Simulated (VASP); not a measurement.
Crystal: Re.

```
CELL_PARAMETERS angstrom
2.76080 0.00000 0.00000
-1.38040 2.39092 0.00000
0.00000 0.00000 4.45820
ATOMIC_POSITIONS crystal
Re 0.33333 0.66667 0.25000
Re 0.66667 0.33333 0.75000
```

```yaml
Program: VASP 6.6.1
Task: relaxation of cell and atoms
Functional: BLYP
Potentials_or_basis: VASP PAW PBE potentials, release 64 (Re_sv_GW)
Cutoff: 560 eV
k_mesh: 13 × 13 × 7
Occupations: fermi-dirac, width 0.1 eV
Spin: no spin polarisation
```

At the start: pressure 19.9 GPa; volume 14.71 Å³/atom.

Task: Where does the relaxation end?

Result: Over 9 steps the energy falls by 47.9 meV/atom and the volume is 15.52 Å³/atom (+5.5 %); space group P6_3/mmc (No. 194, to 0.1 Å) before and after.

The path:
```
step  energy change (eV)  largest force (eV/Å)  pressure (GPa)  volume (Å³)
   1              0.0000                0.0000           19.95        29.43
   2              0.9883                0.0000          -41.35        37.94
   3             -0.0949                0.0000           -1.62        31.19
   4             -0.0956                0.0000           -0.14        31.05
   5             -0.0956                0.0000            0.22        31.02
   6             -0.0958                0.0000            0.25        31.01
   7             -0.0958                0.0000            0.23        31.01
   8             -0.0957                0.0000           -0.62        31.09
   9             -0.0958                0.0000            0.00        31.04
```

Final structure:
```
CELL_PARAMETERS angstrom
2.81448 0.00000 0.00000
-1.40724 2.43741 0.00000
0.00000 0.00000 4.52438
ATOMIC_POSITIONS crystal
Re 0.33333 0.66667 0.25000
Re 0.66667 0.33333 0.75000
```

Caveat: the PAW data sets were made with another functional, which shifts forces and pressure a little.
